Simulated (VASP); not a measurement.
# GaP in VASP: further runs

The runs below take GaP through single point, with PBEsol.

All numbers are computed with VASP 6.6.1; they aren't measurements. Logs are shortened: lines on timing, memory, paths and dates and some standing lists are left out, and cuts for length are marked.

### 1 The cell of the first run

The cell holds a wire or tube with vacuum around it, 2 atoms: a = 9.000 Å, b = 9.300 Å, c = 4.239 Å, α = 90.00°, β = 90.00°, γ = 90.00°.

### 2 Single point, PBEsol, collinear spin

INCAR reads:

```
SYSTEM = GaP
PREC = Accurate
ENCUT = 520
EDIFF = 1E-7
ISMEAR = 0
SIGMA = 0.05
LREAL = .False.
LASPH = .True.
NELM = 150
ALGO = Normal
ISIF = 2
LWAVE = .False.
LCHARG = .True.
ISPIN = 2
MAGMOM = 0.5 0.5
LORBIT = 11
GGA = PS
LELF = .True.
LVHAR = .True.
NBANDS = 20
```

KPOINTS reads:

```
Automatic mesh
0
Gamma
  1 1 15
  0 0 0
```

POSCAR reads:

```
GaP
1.0
    9.0000000000      0.0000000000      0.0000000000
    0.0000000000      9.3000000000      0.0000000000
    0.0000000000      0.0000000000      4.2388524166
Ga P
1 1
Direct
    0.5000000000      0.5000000000      0.0000000000
    0.5000000000      0.5000000000      0.4650000000
```

Potentials or basis: VASP PAW PBE potentials, release 64 (Ga_d, P).

On the command line:

```console
> cat potpaw_PBE.64/Ga_d/POTCAR potpaw_PBE.64/P/POTCAR > POTCAR
> mpirun -np 1 vasp_std > vasp.out
```

OUTCAR:

```text
SYSTEM = GaP
   PREC = Accurate
   ENCUT = 520
   EDIFF = 1E-7
   ISMEAR = 0
   LREAL = .False.
   LASPH = .True.
   NELM = 150
   ISIF = 2
   ISPIN = 2
   LORBIT = 11
   GGA = PS

 ion  position               nearest neighbor table
   1  0.500  0.500  0.000-   2 1.97   2 2.27
   2  0.500  0.500  0.465-   1 1.97   1 2.27

  LATTYP: Found a simple orthorhombic cell.
 ALAT       =     4.2388524166
 B/A-ratio  =     2.1232161716
 C/A-ratio  =     2.1939900440

  Lattice vectors:

 A1 = (   0.0000000000,   0.0000000000,   4.2388524166)
 A2 = (   9.0000000000,   0.0000000000,   0.0000000000)
 A3 = (   0.0000000000,   9.3000000000,   0.0000000000)

Analysis of symmetry for initial positions (statically):
=====================================================================
 Subroutine PRICEL returns:
 Original cell was already a primitive cell.

 Routine SETGRP: Setting up the symmetry group for a
 simple orthorhombic supercell.

 Subroutine GETGRP returns: Found  4 space group operations
 (whereof  4 operations were pure point group operations)
 out of a pool of  8 trial point group operations.

The static configuration has the point symmetry C_2v.

Analysis of symmetry for dynamics (positions and initial velocities):
=====================================================================
 Subroutine PRICEL returns:
 Original cell was already a primitive cell.

 Routine SETGRP: Setting up the symmetry group for a
 simple orthorhombic supercell.

 Subroutine GETGRP returns: Found  4 space group operations
 (whereof  4 operations were pure point group operations)
 out of a pool of  8 trial point group operations.

The dynamic configuration has the point symmetry C_2v.

Analysis of structural, dynamic, and magnetic symmetry:
=====================================================================
 Subroutine PRICEL returns:
 Original cell was already a primitive cell.

 Routine SETGRP: Setting up the symmetry group for a
 simple orthorhombic supercell.

 Subroutine GETGRP returns: Found  4 space group operations
 (whereof  4 operations were pure point group operations)
 out of a pool of  8 trial point group operations.

The overall configuration has the point symmetry C_2v.

 Subroutine INISYM returns: Found  4 space group operations
 (whereof  4 operations are pure point group operations),
 and found     1 'primitive' translations

----------------------------------------------------------------------------------------
[... 98 lines left out ...]
  Fermi-wavevector in a.u.,A,eV,Ry     =   0.606049  1.145267  4.997357  0.367295
  Thomas-Fermi vector in A             =   1.659999
   LORBIT       =     11    0 simple, 1 ext, 2 COOP (PROOUT), +10 PAW based schemes
   GGA     = PS    functional components
   LHFCALC =     F    Hartree Fock is set to
   AEXX    =    0.0000 exact exchange contribution
   IVDW    =     0    specifies the selected vdW correction
   LEPSILON=     F    determine dielectric tensor
   LRPA    =     F    only Hartree local field effects (RPA)
 spin polarized calculation
 Gauss-broadening in eV      SIGMA  =   0.05
  energy-cutoff  :      520.00
  volume of cell :      354.79
 maximum number of plane-waves:      9566
 NGX is ok and might be reduce to    70

 number of electron      18.0000004 magnetization       0.3988402

 Free energy of the ion-electron system (eV)
  ---------------------------------------------------
  ext. energy  EPLUGINS =         0.00000000
  ---------------------------------------------------
  free energy    TOTEN  =        -6.15317913 eV

  energy without entropy =       -6.15296278  energy(sigma->0) =       -6.15307095

 E-fermi :  -4.3631     XC(G=0):  -2.2429

 val. band max:       -4.4559025138   @ k =   0.0000   0.0000   0.0667
 cond. band min:      -4.2651971279   @ k =   0.0000   0.0000   0.4667
 fundamental gap:      0.1907053858
 Fermi energy:        -4.3631426746

 spin component 1

 k-point     1 :       0.0000    0.0000    0.0000
  band No.  band energies     occupation
      1     -19.8825      1.00000
      2     -19.3531      1.00000
      3     -19.3530      1.00000
      4     -19.2814      1.00000
      5     -19.2813      1.00000
      6     -14.5179      1.00000
[... 160 lines left out ...]
      6     -14.0210      1.00000
[... 12 lines left out ...]
     19       3.9106      0.00000
     20       4.0341      0.00000
 Fermi energy:        -4.3631426746

 spin component 2

 k-point     1 :       0.0000    0.0000    0.0000
  band No.  band energies     occupation
      1     -19.8505      1.00000
      2     -19.3282      1.00000
      3     -19.3282      1.00000
      4     -19.2579      1.00000
      5     -19.2579      1.00000
      6     -14.3222      1.00000
[... 173 lines left out ...]
     19       3.9977      0.00000
     20       4.0751      0.00000

------------------------ aborting loop because EDIFF is reached ----------------------------------------

  FORCE on cell =-STRESS in cart. coord.  units (eV):
  Direction    XX          YY          ZZ          XY          YZ          ZX
  --------------------------------------------------------------------------------------
  -------------------------------------------------------------------------------------
  Total        0.0242619      0.0169953      3.6390423      0.0000000      0.0000000      0.0000000
  in kB        0.1095623      0.0767479     16.4332680      0.0000000      0.0000000      0.0000000
  external PRESSURE =       5.5398594 kB  Pullay stress =       0.0000000 kB

 VOLUME and BASIS-vectors are now :
 -----------------------------------------------------------------------------
  energy-cutoff  :      520.00
  volume of cell :      354.79
      direct lattice vectors                 reciprocal lattice vectors
     9.000000000  0.000000000  0.000000000     0.111111111  0.000000000  0.000000000
     0.000000000  9.300000000  0.000000000     0.000000000  0.107526882  0.000000000
     0.000000000  0.000000000  4.238852417     0.000000000  0.000000000  0.235912908

 POSITION                                       TOTAL-FORCE (eV/Angst)
 -----------------------------------------------------------------------------------
      4.50000      4.65000      0.00000         0.000000      0.000000     -3.958957
      4.50000      4.65000      1.97107         0.000000      0.000000      3.958957
 -----------------------------------------------------------------------------------
    total drift:                                0.000000      0.000000      0.000025

  FREE ENERGIE OF THE ION-ELECTRON SYSTEM (eV)
  ---------------------------------------------------
  free  energy   TOTEN  =        -6.1531791252 eV

  energy  without entropy=       -6.1529627837  energy(sigma->0) =       -6.15307095

 total charge

# of ion       s       p       d       tot
------------------------------------------
    1        0.981   0.767   9.991  11.739
    2        1.029   1.510   0.000   2.538
--------------------------------------------------
tot          2.010   2.277   9.991  14.277

 magnetization (x)

# of ion       s       p       d       tot
------------------------------------------
    1        0.051  -0.001   0.013   0.063
    2        0.030   0.119   0.000   0.149
--------------------------------------------------
tot          0.081   0.118   0.013   0.212
```

OSZICAR:

```text
N       E                     dE             d eps       ncg     rms          rms(c)
DAV:   1     0.722670755968E+02    0.72267E+02   -0.67061E+03   752   0.617E+02
DAV:   2     0.157000794961E+01   -0.70697E+02   -0.67846E+02   800   0.137E+02
[... 16 lines left out ...]
DAV:  19    -0.615316022752E+01   -0.47745E-04   -0.25380E-06   668   0.475E-03    0.154E-03
DAV:  20    -0.615317516863E+01   -0.14941E-04   -0.10946E-06   688   0.350E-03    0.643E-04
DAV:  21    -0.615317762745E+01   -0.24588E-05   -0.94288E-08   744   0.911E-04    0.269E-04
DAV:  22    -0.615317884119E+01   -0.12137E-05   -0.13598E-07   648   0.860E-04    0.171E-04
DAV:  23    -0.615317905555E+01   -0.21436E-06   -0.10727E-08   576   0.299E-04    0.505E-05
DAV:  24    -0.615317912519E+01   -0.69635E-07   -0.40948E-09   592   0.170E-04
   1 F= -.61531791E+01 E0= -.61530710E+01  d E =-.216341E-03  mag=     0.3988
```

It took 2.8 min on 1 thread of Intel Xeon Platinum 8259CL at 2.50GHz (Skylake/Cascade Lake), shared host; peak memory 0.55 GiB.

Results:

| Item | Value |
| --- | --- |
| Free energy | -6.1532 eV |
| Largest force | 3.959 eV/Å |
| Net moment | 0.40 μB per cell |
| Site moments | Ga +0.06; P +0.15 μB |
| Valence electrons inside the program's atomic spheres | Ga 11.74; P 2.54 |

Forces in eV/Å, atoms in the order of the input:
```
Ga   0.000  0.000 -3.959
P    0.000  0.000  3.959
```

Levels at points of the mesh, in eV from the Fermi level:
Spin up:
```csv
k point,band 7,band 8,band 9,band 10,band 11,band 12
"(0.00, 0.00, 0.00)",-3.36,-1.43,-1.43,-0.45,4.38,5.59
```
Spin down:
```tsv
k point	band 5	band 6	band 7	band 8	band 9	band 10	band 11	band 12	band 13	band 14
(0.00, 0.00, 0.00)	-14.89	-9.96	-3.25	-1.20	-1.20	-0.24	4.41	5.72	5.75	5.79
```

Caveat: a moment this small can come from the mesh or the smearing; the PAW data sets were made with another functional, which shifts forces and pressure a little.

### 3 Single point, PBEsol, collinear spin

This run uses another cell than the first one, of the same volume but with other edges.

Changes to INCAR since step 2:

```diff
@@ -3,3 +3,3 @@
 ENCUT = 520
-EDIFF = 1E-7
+EDIFF = 1E-6
 ISMEAR = 0
```

KPOINTS reads:

```
regular mesh
0
Gamma
  1 1 17
  0 0 0
```

POSCAR reads:

```
GaP
1.0
   10.0000000000      0.0000000000      0.0000000000
    0.0000000000      9.3000000000      0.0000000000
    0.0000000000      0.0000000000      3.8149671749
Ga P
1 1
Direct
    0.4523129103      0.5000000000      0.0000000000
    0.5476870897      0.5000000000      0.5000000000
```

Potentials or basis: VASP PAW PBE potentials, release 64 (Ga_d, P).

On the command line:

```console
> cat potpaw_PBE.64/Ga_d/POTCAR potpaw_PBE.64/P/POTCAR > POTCAR
> mpirun -np 1 vasp_std > vasp.out
```

It took 2.8 min on 1 thread of Intel Xeon Platinum 8259CL at 2.50GHz (Skylake/Cascade Lake), shared host; peak memory 0.57 GiB.

It converged, with:

- Free energy: -7.1480 eV
- Largest force: 0.307 eV/Å
- Band gap on the k mesh: 0.38 eV
- Net moment: 0.00 μB per cell
- Valence electrons inside the program's atomic spheres: Ga 11.73; P 2.52

Forces on the atoms (eV/Å):
```
Ga  -0.307  0.000  0.000
P    0.307  0.000  0.000
```

Levels at points of the mesh, in eV from the valence-band top:
Spin up:
```tsv
k point	band 5	band 6	band 7	band 8	band 9	band 10	band 11	band 12	band 13	band 14
(0.00, 0.00, 0.00)	-14.90	-10.57	-3.10	-1.99	-1.55	1.76	2.73	4.17	4.51	5.38
```
Spin down:
```tsv
k point	band 5	band 6	band 7	band 8	band 9	band 10	band 11	band 12	band 13	band 14
(0.00, 0.00, 0.00)	-14.90	-10.57	-3.10	-1.99	-1.55	1.76	2.73	4.17	4.50	5.38
```

Caveat: semilocal functionals underestimate gaps, and a narrow one can read as zero; the PAW data sets were made with another functional, which shifts forces and pressure a little.

### 4 Single point, PBEsol, collinear spin

This run uses another cell than the first one.

INCAR reads:

```
PREC = Accurate
ENCUT = 520
EDIFF = 1E-7
ISMEAR = 0
SIGMA = 0.05
LREAL = False
LASPH = True
NELM = 150
ALGO = Normal
ISIF = 2
LWAVE = False
LCHARG = True
ISPIN = 2
MAGMOM = 0.5 0.5
LORBIT = 11
GGA = PS
LELF = True
LVHAR = True
NBANDS = 20
```

KPOINTS reads:

```
regular mesh
0
Gamma
  1 1 17
```

POSCAR reads:

```
GaP
1.0
   10.0000000000      0.0000000000      0.0000000000
    0.0000000000      9.3000000000      0.0000000000
    0.0000000000      0.0000000000      3.9148805118
Ga P
1 1
Direct
    0.4526074492      0.5000000000      0.0000000000
    0.5473925508      0.5000000000      0.5000000000
```

On the command line:

```console
> cat potpaw_PBE.64/Ga_d/POTCAR potpaw_PBE.64/P/POTCAR > POTCAR
> mpirun -np 1 vasp_std > vasp.out
```

It took 3.9 min on 1 thread of Intel Xeon Platinum 8259CL at 2.50GHz (Skylake/Cascade Lake), shared host; peak memory 0.57 GiB.

The run converged. Its results:

* Free energy: -7.1755 eV
* Largest force: 0.029 eV/Å
* Band gap on the k mesh: 0.38 eV
* Net moment: 0.00 μB per cell
* Valence electrons inside the program's atomic spheres: Ga 11.67; P 2.50

Forces in eV/Å, atoms in the order of the input:
```
Ga   0.029  0.000  0.000
P   -0.029  0.000  0.000
```

Levels at points of the mesh, in eV from the valence-band top:
Spin up:
| k point | band 6 | band 7 | band 8 | band 9 | band 10 | band 11 | band 12 | band 13 |
| --- | --- | --- | --- | --- | --- | --- | --- | --- |
| (0.00, 0.00, 0.00) | -10.42 | -3.06 | -2.10 | -1.44 | 1.53 | 2.60 | 4.14 | 4.50 |
Spin down:
```csv
k point,band 6,band 7,band 8,band 9,band 10,band 11,band 12,band 13
"(0.00, 0.00, 0.00)",-10.42,-3.06,-2.10,-1.44,1.53,2.60,4.14,4.50
```

Caveat: semilocal functionals underestimate gaps, and a narrow one can read as zero; the PAW data sets were made with another functional, which shifts forces and pressure a little.

### 5 Overview

| cell | k mesh | gap on the mesh (eV) | moment (μB) | largest force (eV/Å) |
| --- | --- | --- | --- | --- |
| a = 9.000, b = 9.300, c = 4.239 Å, 2 atoms, atomic positions A | 1 × 1 × 15 | none | 0.40 | 3.96 |
| a = 10.000, b = 9.300, c = 3.815 Å, 2 atoms, atomic positions B | 1 × 1 × 17 | 0.38 | 0.00 | 0.31 |
| a = 10.000, b = 9.300, c = 3.915 Å, 2 atoms, atomic positions C | 1 × 1 × 17 | 0.38 | 0.00 | 0.03 |

Alike in all rows: task single point; level PBEsol; potentials or basis VASP PAW PBE potentials, release 64 (Ga_d, P); spin collinear; cutoff (eV) 520; smearing gaussian 0.05 eV.

Caveats: the PAW data sets were made with another functional, which shifts forces and pressure a little; semilocal functionals underestimate gaps, and a narrow one can read as zero (at least some runs); a moment this small can come from the mesh or the smearing (at least some runs).

Absolute energies hang on the potentials; compare differences alone.

The gap in the log of VASP goes by the Fermi energy; the results here count the filled bands.